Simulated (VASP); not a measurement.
Runs of VASP 6.6.1 on Hg. The structure is that of space group R-3m (No. 166), or close to it. The cells are those of the table. 

```tsv
task	cell	k mesh	cutoff (eV)	gap on the mesh (eV)	pressure (GPa)
relaxation of cell and atoms	relaxed from a = 2.992 Å, angles 70.6°, 1 atom	11 × 11 × 11	600	none	0.0
single point	a = 2.876 Å, angles 72.4°, 1 atom	18 × 18 × 18	520	none	9.4
single point	a = 3.041 Å, angles 72.4°, 1 atom	18 × 18 × 18	520	none	(a)
single point	a = 3.001 Å, angles 72.4°, 1 atom	11 × 11 × 11	520	none	0.4
single point	a = 2.919 Å, angles 72.4°, 1 atom	18 × 18 × 18	520	none	5.4
single point	a = 3.001 Å, angles 72.4°, 1 atom	18 × 18 × 18	520	none	0.4
single point	a = 2.961 Å, angles 72.4°, 1 atom	18 × 18 × 18	520	none	2.5
```

Alike in all rows: level PBEsol; potentials or basis VASP PAW PBE potentials, release 64 (Hg); no spin polarisation; smearing fermi-dirac 0.1 eV.

Q: Fill in the values left out.

A: (a) -1.1.

Caveats: the PAW data sets were made with another functional, which shifts forces and pressure a little; spin-orbit coupling is left out, which moves the levels of the heavy elements; the cell stands under pressure (at least some runs).

A k mesh can miss the band edges, and the runs leave out spin-orbit coupling on Hg.

A gap of «none» marks levels without a gap at the run's occupations.
